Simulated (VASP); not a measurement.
Here is a VASP 6.6.1 calculation.

Contents of INCAR:

```
SYSTEM = GaP
PREC = Accurate
ENCUT = 520
EDIFF = 1E-8
ISMEAR = 0
SIGMA = 0.01
LREAL = .False.
LASPH = .True.
NELM = 60
ALGO = Normal
ISIF = 2
LWAVE = .False.
LCHARG = .True.
IBRION = 8
NSW = 1
LEPSILON = .True.
```

File KPOINTS:

```
Automatic mesh
0
Gamma
  7 7 7
  0 0 0
```

Contents of POSCAR:

```
GaP
1.0
    0.0000000000      2.7252500000      2.7252500000
    2.7252500000      0.0000000000      2.7252500000
    2.7252500000      2.7252500000      0.0000000000
Ga P
1 1
Direct
    0.0000000000      0.0000000000      0.0000000000
    0.7500000000      0.7500000000      0.7500000000
```

Potentials or basis: VASP PAW LDA potentials, release 64 (Ga_d, P).

Launch:

```sh
$ cat potpaw_LDA.64/Ga_d/POTCAR potpaw_LDA.64/P/POTCAR > POTCAR
$ mpirun -np 1 vasp_std > vasp.out
```

(1) What does it give for the electronic dielectric tensor (diagonal)?

(2) Estimate the Born charges (mean of the diagonal).

(3) What does it give for the highest phonon frequency at Γ, LO-TO splitting left out?

Results:

(1) 12.66.

(2) Ga +2.23; P -2.23 e.

(3) 351 cm⁻¹.

Caveat: the cell stands under pressure or tension, which shifts response properties.
